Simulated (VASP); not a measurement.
Crystal: Cl.

```
Cl
1.0
     3.18639   -2.27961    0.00000
     3.18639    2.27961    0.00000
     0.00000    0.00000    8.31804
Cl
4
Cartesian
  3.1864 0.5927 3.3272
  3.1864 1.6869 7.4862
  3.1864 -0.5927 4.9908
  3.1864 -1.6869 0.8318
```

This cell differs from its parent crystal: volume scaled by 1.04.

Base run:

```yaml
Program: VASP 6.6.1
Functional: LDA
Potentials_or_basis: VASP PAW LDA potentials, release 64 (Cl)
Cutoff: 520 eV
k_mesh: 7 × 7 × 4
Occupations: fermi-dirac, width 0.05 eV
Spin: no spin polarisation
```

Its results: band gap on the k mesh 2.23 eV, indirect (least direct gap 2.28 eV); pressure -3.5 GPa; largest force 0.720 eV/Å.

Q: The run is repeated on the same cell with these changes: functional from LDA to PBE; potentials or basis from VASP PAW LDA potentials, release 64 (Cl) to VASP PAW PBE potentials, release 64 (Cl). What comes out?

A: Band gap on the k mesh 2.40 eV, indirect (least direct gap 2.45 eV); pressure -0.7 GPa; largest force 0.567 eV/Å.

A k mesh can miss the band edges.
